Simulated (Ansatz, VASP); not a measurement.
**Two plane-wave programs on W**

```
W
1.0
     3.18342    0.00000    0.00000
     0.00000    3.18342    0.00000
     0.00000    0.00000   23.95850
W
6
Direct
  0.25000 0.25000 0.33391
  0.75000 0.75000 0.40035
  0.25000 0.25000 0.46678
  0.75000 0.75000 0.53322
  0.25000 0.25000 0.59965
  0.75000 0.75000 0.66609
```

Alike in both runs: task single point; functional PBE; k mesh 11 × 11 × 1; occupations fermi-dirac, width 0.08 eV; no spin polarisation.

|  | VASP | Ansatz |
| --- | --- | --- |
| version | VASP 6.6.1 | Ansatz 0.2.0 |
| potentials or method | VASP PAW PBE potentials, release 64 (W_sv) | PAW with Ansatz's default frozen-core files, scalar-relativistic |
| plane-wave cutoff (eV) | 400 | 420 |
| valence electrons in the cell | 84 | 84 |

|  | VASP | Ansatz | Ansatz less VASP |
| --- | --- | --- | --- |
| rms of the force components (eV/Å) | 0.813 | 0.817 | +0.0047 |

Atom by atom the forces differ by 0.011 eV/Å (rms over components).

Neither program's run includes spin-orbit coupling.
